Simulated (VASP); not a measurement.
Set up this calculation in VASP 6.6.1, as the native input.

```yaml
Task: relaxation of cell and atoms
Functional: PBE
Potentials_or_basis: VASP PAW PBE potentials, release 64 (Ti_sv, B)
Cutoff: 500 eV
k_mesh: 15 × 15 × 14
Occupations: gaussian, width 0.1 eV
Spin: no spin polarisation
Dipole_correction: no
Further_INCAR_settings: ALGO = Normal; EDIFF = 1e-07; IBRION = 2; EDIFFG = -0.002; NSW = 100; ISIF = 3
```

The structure of TiB2 lies in POSCAR:

```
TiB2
1.0
    3.0259273100      0.0000000000      0.0000000000
   -1.5129636600      2.6205299200      0.0000000000
    0.0000000000      0.0000000000      3.2287677100
Ti B
1 2
Direct
    0.0000000000      0.0000000000      0.0000000000
    0.3333333300      0.6666666700      0.5000000000
    0.6666666700      0.3333333300      0.5000000000
```

The input as run:

INCAR

```
SYSTEM = TiB2
ALGO = Normal
EDIFF = 1E-7
EDIFFG = -0.002
ENCUT = 500
GGA = PE
GGA_COMPAT = .FALSE.
IBRION = 2
ISIF = 3
ISMEAR = 0
LASPH = .TRUE.
LCHARG = .FALSE.
LREAL = .FALSE.
LWAVE = .FALSE.
NELM = 120
NELMIN = 4
NSW = 100
PREC = Accurate
SIGMA = 0.1
```

KPOINTS

```
k-points
0
G
  15 15 14
  0 0 0
```

Potentials or basis: VASP PAW PBE potentials, release 64 (Ti_sv, B).

The run is started by

```bash
$ cat potpaw_PBE.64/Ti_sv/POTCAR potpaw_PBE.64/B/POTCAR > POTCAR
$ mpirun -np 1 vasp_std > vasp.out
```

It gave:

```
Relaxed volume                        : 8.56 Å³/atom
Relaxed cell                          : a = 3.033 Å, b = 3.033 Å, c = 3.225 Å, α = 90.00°, β = 90.00°, γ = 120.00°
Space group after relaxing (to 0.1 Å) : P6/mmm (No. 191)
Energy gained by relaxing             : 0.2 meV/atom
Ionic steps                           : 5
Pressure after relaxing               : 0.0 GPa
Band gap on the k mesh                : zero (bands 9 and 10 overlap by 0.59 eV)
```

Run time: 120 s on 1 thread of Intel(R) Xeon(R) Platinum 8259CL CPU @ 2.50GHz (Skylake/Cascade Lake), on a shared host, peak memory 0.2 GiB.
